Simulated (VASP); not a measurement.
# ReSb (rocksalt type) (Fm-3m) in VASP: notebook

ReSb (rocksalt type) is run at these levels: LDA; tasks: single point.

Program: VASP 6.6.1. These are calculated values, not measurements. Logs are shortened: lines on timing, memory, paths and dates and some standing lists are left out, and cuts for length are marked.

## (1) The cell of the first run

Symmetry: Fm-3m, No. 225, cubic system. The conventional cell has a = 5.371 Å, b = 5.371 Å, c = 5.371 Å, α = 90.00°, β = 90.00°, γ = 90.00°. Within 3.5 Å of Re (site symmetry m-3m) lie 6 Sb at 2.69 Å. Within 3.5 Å of Sb (site symmetry m-3m) lie 6 Re at 2.69 Å.

## (2) Single point, LDA

INCAR

```
PREC = Accurate
ENCUT = 520
EDIFF = 1E-6
ISMEAR = -1
SIGMA = 0.08
LREAL = F
LASPH = T
NELM = 60
ALGO = Normal
ISIF = 2
LWAVE = F
LCHARG = T
GGA = CA
LELF = T
LVHAR = T
NBANDS = 13
```

KPOINTS

```
regular mesh
0
Gamma
  12 12 12
```

POSCAR

```
ReSb
1.0
    0.0000000000      2.6854092159      2.6854092159
    2.6854092159      0.0000000000      2.6854092159
    2.6854092159      2.6854092159      0.0000000000
Re Sb
1 1
Direct
    0.0000000000      0.0000000000      0.0000000000
    0.5000000000      0.5000000000      0.5000000000
```

Potentials or basis: VASP PAW LDA potentials, release 64 (Re, Sb).

The run is started by

```
$ cat potpaw_LDA.64/Re/POTCAR potpaw_LDA.64/Sb/POTCAR > POTCAR
$ mpirun -np 1 vasp_std > vasp.out
```

OUTCAR:

```text
PREC = Accurate
   ENCUT = 520
   EDIFF = 1E-6
   ISMEAR = -1
   LREAL = F
   LASPH = T
   NELM = 60
   ISIF = 2
   GGA = CA

 ion  position               nearest neighbor table
   1  0.000  0.000  0.000-   2 2.69   2 2.69   2 2.69   2 2.69   2 2.69   2 2.69
   2  0.500  0.500  0.500-   1 2.69   1 2.69   1 2.69   1 2.69   1 2.69   1 2.69

  LATTYP: Found a face centered cubic cell.
 ALAT       =     5.3708184318

  Lattice vectors:

 A1 = (   0.0000000000,   2.6854092159,   2.6854092159)
 A2 = (   2.6854092159,   0.0000000000,   2.6854092159)
 A3 = (   2.6854092159,   2.6854092159,   0.0000000000)

Analysis of symmetry for initial positions (statically):
=====================================================================
 Subroutine PRICEL returns:
 Original cell was already a primitive cell.

 Routine SETGRP: Setting up the symmetry group for a
 face centered cubic supercell.

 Subroutine GETGRP returns: Found 48 space group operations
 (whereof 48 operations were pure point group operations)
 out of a pool of 48 trial point group operations.

The static configuration has the point symmetry O_h .

Analysis of symmetry for dynamics (positions and initial velocities):
=====================================================================
 Subroutine PRICEL returns:
 Original cell was already a primitive cell.

 Routine SETGRP: Setting up the symmetry group for a
 face centered cubic supercell.

 Subroutine GETGRP returns: Found 48 space group operations
 (whereof 48 operations were pure point group operations)
 out of a pool of 48 trial point group operations.

The dynamic configuration has the point symmetry O_h .

 Subroutine INISYM returns: Found 48 space group operations
 (whereof 48 operations are pure point group operations),
 and found     1 'primitive' translations

----------------------------------------------------------------------------------------

                                     Primitive cell

  volume of cell :      38.7312

  direct lattice vectors                    reciprocal lattice vectors
     0.000000000  2.685409216  2.685409216    -0.186191362  0.186191362  0.186191362
     2.685409216  0.000000000  2.685409216     0.186191362 -0.186191362  0.186191362
     2.685409216  2.685409216  0.000000000     0.186191362  0.186191362 -0.186191362

  length of vectors
     3.797742134  3.797742134  3.797742134     0.322492899  0.322492899  0.322492899

  position of ions in fractional coordinates (direct lattice)
     0.000000000  0.000000000  0.000000000
     0.500000000  0.500000000  0.500000000

  ion indices of the primitive-cell ions
   primitive index   ion index
                 1           1
                 2           2

----------------------------------------------------------------------------------------

 KPOINTS: regular mesh

Automatic generation of k-mesh.
 Grid dimensions read from file:
 generate k-points for:   12   12   12

 Generating k-lattice:

  Cartesian coordinates                     Fractional coordinates (reciprocal lattice)
    -0.015515947  0.015515947  0.015515947     0.083333333  0.000000000  0.000000000
     0.015515947 -0.015515947  0.015515947     0.000000000  0.083333333  0.000000000
     0.015515947  0.015515947 -0.015515947     0.000000000  0.000000000  0.083333333

  Length of vectors
     0.026874408  0.026874408  0.026874408

  Shift w.r.t. Gamma in fractional coordinates (k-lattice)
     0.000000000  0.000000000  0.000000000

 Subroutine IBZKPT returns following result:
 ===========================================

 Found     72 irreducible k-points:

 Following reciprocal coordinates:
            Coordinates               Weight
  0.000000  0.000000  0.000000      1.000000
  0.083333  0.000000  0.000000      8.000000
  0.166667  0.000000  0.000000      8.000000
  0.250000  0.000000  0.000000      8.000000
  0.333333  0.000000  0.000000      8.000000
  0.416667  0.000000  0.000000      8.000000
[... 16 lines left out ...]
  0.500000  0.166667  0.000000     24.000000
 -0.416667  0.166667  0.000000     24.000000
 [... further k-points ...]
   k-points           NKPTS =     72   k-points in BZ     NKDIM =     72   number of bands    NBANDS=     13
   number of dos      NEDOS =    301   number of ions     NIONS =      2
   total plane-waves  NPLWV =  21952
   dimension x,y,z NGX =    28 NGY =   28 NGZ =   28
   dimension x,y,z NGXF=    56 NGYF=   56 NGZF=   56
   ions per type =               1   1
   NGX,Y,Z   is equivalent  to a cutoff of  12.26, 12.26, 12.26 a.u.
   NGXF,Y,Z  is equivalent  to a cutoff of  24.51, 24.51, 24.51 a.u.
 SYSTEM =  unknown system
   PREC   = accura    normal or accurate (medium, high low for compatibility)
   ISTART =      0    job   : 0-new  1-cont  2-samecut
   ICHARG =      2    charge: 1-file 2-atom 10-const
   ISPIN  =      1    spin polarized calculation?
   LNONCOLLINEAR =      F non collinear calculations
   LSORBIT =      F    spin-orbit coupling
   LASPH  =      T    aspherical Exc in radial PAW
   ENCUT  =  520.0 eV  38.22 Ry    6.18 a.u.   7.06  7.06  7.06*2*pi/ulx,y,z
   NELM   =     60;   NELMIN=  2; NELMDL= -5     # of ELM steps
   EDIFF  = 0.1E-05   stopping-criterion for ELM
   LREAL  =      F    real-space projection
   EDIFFG = 0.1E-04   stopping-criterion for IOM
   NSW    =      0    number of steps for IOM
   IBRION =     -1    ionic relax: 0-MD 1-quasi-New 2-CG
   NFREE  =      0    steps in history (QN), initial steepest desc. (CG)
   ISIF   =      2    stress and relaxation
   ISYM   =      2    0-nonsym 1-usesym 2-fastsym
   POTIM  = 0.5000    time-step for ionic-motion
   TEBEG  =    0.0;   TEEND  =   0.0 temperature during run
   PSTRESS=    0.0 pullay stress
   NELECT =      12.0000    total number of electrons
   NUPDOWN=      -1.0000    fix difference up-down
   EMIN   =  10.00;   EMAX   =-10.00  energy-range for DOS
   EFERMI =   0.00;   METHOD = LEGACY
   ISMEAR =    -1;   SIGMA  =   0.08  broadening in eV -4-tet -1-fermi 0-gaus
   EFERMI_NEDOS =   21; number of points for ismear=-14 and -15
   IALGO  =     38    algorithm
   IMIX   =      4    mixing-type and parameters
     AMIX     =   0.40;   BMIX     =  1.00
     AMIX_MAG =   1.60;   BMIX_MAG =  1.00
  volume/ion in A,a.u.               =      19.37       130.69
  Fermi-wavevector in a.u.,A,eV,Ry     =   1.107766  2.093375 16.696334  1.227146
  Thomas-Fermi vector in A             =   2.244285
   LORBIT       =      0    0 simple, 1 ext, 2 COOP (PROOUT), +10 PAW based schemes
   GGA     = CA    functional components
   LHFCALC =     F    Hartree Fock is set to
   AEXX    =    0.0000 exact exchange contribution
   IVDW    =     0    specifies the selected vdW correction
   LEPSILON=     F    determine dielectric tensor
   LRPA    =     F    only Hartree local field effects (RPA)
 non-spin polarized calculation
  energy-cutoff  :      520.00
  volume of cell :       38.73
 maximum number of plane-waves:      1056
   NGX = 15   NGY = 15   NGZ = 15

 number of electron      12.0000000 magnetization

 Free energy of the ion-electron system (eV)
  ---------------------------------------------------
  ext. energy  EPLUGINS =         0.00000000
  ---------------------------------------------------
  free energy    TOTEN  =       -16.04459080 eV

  energy without entropy =      -15.97329294  energy(sigma->0) =      -16.00894187

 E-fermi :   9.0307     XC(G=0): -11.9727

 val. band max:        9.0270045566   @ k =   0.5000   0.3333   0.0000
 cond. band min:       9.0386650146   @ k =  -0.3333   0.4167   0.1667
 fundamental gap:      0.0116604580
 Fermi energy:         9.0306727156

 k-point     1 :       0.0000    0.0000    0.0000
  band No.  band energies     occupation
      1      -3.9455      2.00000
      2       7.1863      2.00000
      3       7.1863      2.00000
      4       7.1863      2.00000
      5       7.6711      2.00000
      6       7.6711      2.00000
      7      10.3652      0.00000
      8      10.3652      0.00000
      9      10.3652      0.00000
     10      15.5135      0.00000
     11      16.2817      0.00000
     12      21.2025      0.00000
     13      21.2037      0.00000

 k-point     2 :       0.0833    0.0000    0.0000
  band No.  band energies     occupation
      1      -3.8257      2.00000
      2       6.9097      2.00000
      3       7.0978      2.00000
      4       7.0978      2.00000
      5       7.4463      2.00000
      6       7.4463      2.00000
      7      10.0026      0.00001
      8      10.8801      0.00000
      9      10.8801      0.00000
     10      16.1317      0.00000
     11      16.4595      0.00000
     12      19.8384      0.00000
     13      20.3761      0.00000

 k-point     3 :       0.1667    0.0000    0.0000
  band No.  band energies     occupation
      1      -3.4715      2.00000
      2       6.0712      2.00000
      3       6.4679      2.00000
      4       6.4679      2.00000
      5       7.5693      2.00000
      6       7.5693      2.00000
      7       9.4490      0.01066
      8      11.9652      0.00000
      9      11.9652      0.00000
     10      16.4113      0.00000
     11      17.4938      0.00000
     12      19.0410      0.00000
     13      19.2513      0.00000
[... 305 lines left out ...]
 k-point    23 :       0.5000    0.1667    0.0000
  band No.  band energies     occupation
      1      -1.0830      2.00000
      2       2.3969      2.00000
      3       4.7488      2.00000
      4       5.2085      2.00000
      5       8.2449      1.99989
      6       8.8026      1.89069
      7       9.0681      0.77024
      8      12.7979      0.00000
      9      12.9365      0.00000
     10      14.5581      0.00000
     11      17.3872      0.00000
     12      18.4256      0.00000
     13      19.9015      0.00000

 k-point    24 :      -0.4167    0.1667    0.0000
  band No.  band energies     occupation
      1      -0.9276      2.00000
      2       2.1926      2.00000
      3       4.7519      2.00000
      4       5.0289      2.00000
      5       8.5953      1.99137
      6       8.6380      1.98534
      7       9.0179      1.07985
      8      12.3625      0.00000
      9      13.8229      0.00000
     10      14.1983      0.00000
     11      17.7978      0.00000
     12      18.1894      0.00000
     13      20.0099      0.00000

 [... further k-points ...]

------------------------ aborting loop because EDIFF is reached ----------------------------------------

  FORCE on cell =-STRESS in cart. coord.  units (eV):
  Direction    XX          YY          ZZ          XY          YZ          ZX
  --------------------------------------------------------------------------------------
  -------------------------------------------------------------------------------------
  Total        0.1477552      0.1477552      0.1477552      0.0000000      0.0000000     -0.0000000
  in kB        6.1121188      6.1121188      6.1121188      0.0000000      0.0000000     -0.0000000
  external PRESSURE =       6.1121188 kB  Pullay stress =       0.0000000 kB

 VOLUME and BASIS-vectors are now :
 -----------------------------------------------------------------------------
  energy-cutoff  :      520.00
  volume of cell :       38.73
      direct lattice vectors                 reciprocal lattice vectors
     0.000000000  2.685409216  2.685409216    -0.186191362  0.186191362  0.186191362
     2.685409216  0.000000000  2.685409216     0.186191362 -0.186191362  0.186191362
     2.685409216  2.685409216  0.000000000     0.186191362  0.186191362 -0.186191362

 POSITION                                       TOTAL-FORCE (eV/Angst)
 -----------------------------------------------------------------------------------
      0.00000      0.00000      0.00000        -0.000000      0.000000     -0.000000
      2.68541      2.68541      2.68541         0.000000     -0.000000      0.000000
 -----------------------------------------------------------------------------------
    total drift:                               -0.000000      0.000000      0.000000

  FREE ENERGIE OF THE ION-ELECTRON SYSTEM (eV)
  ---------------------------------------------------
  free  energy   TOTEN  =       -16.0445908033 eV

  energy  without entropy=      -15.9732929436  energy(sigma->0) =      -16.00894187
```

Run time: 29 s. Hardware: 1 thread of Intel Xeon 8259CL, shared host; peak memory 0.17 GiB.

Results:

```yaml
Free_energy: -16.0446 eV
Pressure: 0.6 GPa
Band_gap_on_the_k_mesh: zero (bands 6 and 7 overlap by 0.16 eV)
```

Levels at points of the mesh, in eV from the Fermi level:
```csv
k point,band 2,band 3,band 4,band 5,band 6,band 7,band 8,band 9,band 10,band 11
"(0.00, 0.00, 0.00)",-1.84,-1.84,-1.84,-1.36,-1.36,1.33,1.33,1.33,6.48,7.25
"(0.50, 0.00, 0.00)",-7.38,-4.18,-4.18,-0.34,-0.34,0.08,4.12,6.24,6.24,7.25
"(0.50, 0.50, 0.00)",-5.03,-3.28,-1.52,-1.52,-0.62,0.22,0.30,0.30,3.96,9.73
```

Caveat: spin-orbit coupling is left out, which moves the levels of the heavy elements.

## (3) Single point, LDA

INCAR

```
SYSTEM = ReSb
PREC = Accurate
ENCUT = 520
EDIFF = 1E-6
ISMEAR = -1
SIGMA = 0.08
LREAL = .FALSE.
LASPH = .TRUE.
NELM = 60
ALGO = Normal
ISIF = 2
LWAVE = .FALSE.
LCHARG = .FALSE.
NBANDS = 13
```

KPOINTS

```
Automatic mesh
0
G
  12 12 12
  0 0 0
```

POSCAR is that of step 2.

Potentials or basis: VASP PAW LDA potentials, release 64 (Re, Sb).

The run is started by

```
$ cat potpaw_LDA.64/Re/POTCAR potpaw_LDA.64/Sb/POTCAR > POTCAR
$ mpirun -np 1 vasp_std > vasp.out
```

Run time: 31 s. Hardware: 1 thread of Intel Xeon 8259CL, shared host; peak memory 0.17 GiB.

The run converged. Its results:

| Item | Value |
| --- | --- |
| Free energy | -16.0446 eV |
| Pressure | 0.6 GPa |
| Band gap on the k mesh | zero (bands 6 and 7 overlap by 0.16 eV) |

Levels at points of the mesh, in eV from the Fermi level:
```tsv
k point	band 2	band 3	band 4	band 5	band 6	band 7	band 8	band 9	band 10	band 11
(0.00, 0.00, 0.00)	-1.84	-1.84	-1.84	-1.36	-1.36	1.33	1.33	1.33	6.48	7.25
(0.50, 0.00, 0.00)	-7.38	-4.18	-4.18	-0.34	-0.34	0.08	4.12	6.24	6.24	7.25
(0.50, 0.50, 0.00)	-5.03	-3.28	-1.52	-1.52	-0.62	0.22	0.30	0.30	3.96	9.73
```

Caveat: spin-orbit coupling is left out, which moves the levels of the heavy elements.

## (4) Single point, LDA

INCAR

```
PREC = Accurate
ENCUT = 520
EDIFF = 1E-6
ISMEAR = -1
SIGMA = 0.08
LREAL = F
LASPH = T
NELM = 100
ALGO = Normal
ISIF = 2
LWAVE = F
LCHARG = F
NBANDS = 13
```

KPOINTS

```
regular mesh
0
Gamma
  12 12 12
```

POSCAR is that of step 3.

The run is started by

```
$ cat potpaw_LDA.64/Re/POTCAR potpaw_LDA.64/Sb/POTCAR > POTCAR
$ mpirun -np 1 vasp_std > vasp.out
```

It took 30 s on 1 thread of Intel Xeon 8259CL, shared host; peak memory 0.17 GiB.

Results (log left out):

- Free energy: -16.0446 eV
- Pressure: 0.6 GPa
- Band gap on the k mesh: zero (bands 6 and 7 overlap by 0.16 eV)

Levels at points of the mesh, in eV from the Fermi level:
| k point | band 3 | band 4 | band 5 | band 6 | band 7 | band 8 | band 9 | band 10 |
| --- | --- | --- | --- | --- | --- | --- | --- | --- |
| (0.00, 0.00, 0.00) | -1.84 | -1.84 | -1.36 | -1.36 | 1.33 | 1.33 | 1.33 | 6.48 |
| (0.50, 0.00, 0.00) | -4.18 | -4.18 | -0.34 | -0.34 | 0.08 | 4.12 | 6.24 | 6.24 |
| (0.50, 0.50, 0.00) | -3.28 | -1.52 | -1.52 | -0.62 | 0.22 | 0.30 | 0.30 | 3.96 |

Caveat: spin-orbit coupling is left out, which moves the levels of the heavy elements.
